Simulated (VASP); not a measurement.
Set up this calculation in VASP 6.6.1, as the native input.

```yaml
Task: single point
Functional: PBE
Potentials_or_basis: VASP PAW PBE potentials, release 64 (Cu, Mo_sv)
Cutoff: 600 eV
k_mesh: 6 × 6 × 2
Occupations: gaussian, width 0.1 eV
Spin: no spin polarisation
Dipole_correction: no
Further_INCAR_settings: ALGO = Normal; EDIFF = 1e-06; NBANDS = 44
```

The structure of Cu5Mo lies in POSCAR:

```
Cu5Mo
1.0
    2.6296861574      0.0000000000      0.0000000000
   -1.3148430787      2.2773750163      0.0000000000
    0.0000000000      0.0000000000     12.8730026696
Cu Mo
5 1
Direct
    0.6666666667      0.3333333333      0.8224886034
    0.3333333333      0.6666666667      0.6610415831
    0.3333333333      0.6666666667      0.1775113966
    0.6666666667      0.3333333333      0.3389584169
    0.0000000000      0.0000000000      0.5000000000
    0.0000000000      0.0000000000      0.0000000000
```

These files were run (other wordings do the same):

INCAR

```
SYSTEM = Cu5Mo
PREC = Accurate
ENCUT = 600
EDIFF = 1E-6
ISMEAR = 0
SIGMA = 0.1
LREAL = .FALSE.
LASPH = .TRUE.
NELM = 120
ALGO = Normal
ISIF = 2
LWAVE = .FALSE.
LCHARG = .TRUE.
GGA = PE
LELF = .TRUE.
LVHAR = .TRUE.
NBANDS = 44
GGA_COMPAT = .FALSE.
```

KPOINTS

```
Automatic mesh
0
G
  6 6 2
  0 0 0
```

Potentials or basis: VASP PAW PBE potentials, release 64 (Cu, Mo_sv).

Command:

```bash
$ cat potpaw_PBE.64/Cu/POTCAR potpaw_PBE.64/Mo_sv/POTCAR > POTCAR
$ mpirun -np 1 vasp_std > vasp.out
```

Results of the run:

```yaml
Pressure: 0.2 GPa
Largest_force: 0.042 eV/Å
Band_gap_on_the_k_mesh: zero (an odd number of electrons rules out a gap without spin polarisation)
```

Caveat: the k points lie up to 0.46 Å⁻¹ apart, too coarse for converged energies and pressures of a metal.

Run time: 110 s on 1 thread of AMD EPYC 9R45 (Zen 5), with other jobs on the host, peak memory 0.22 GiB.
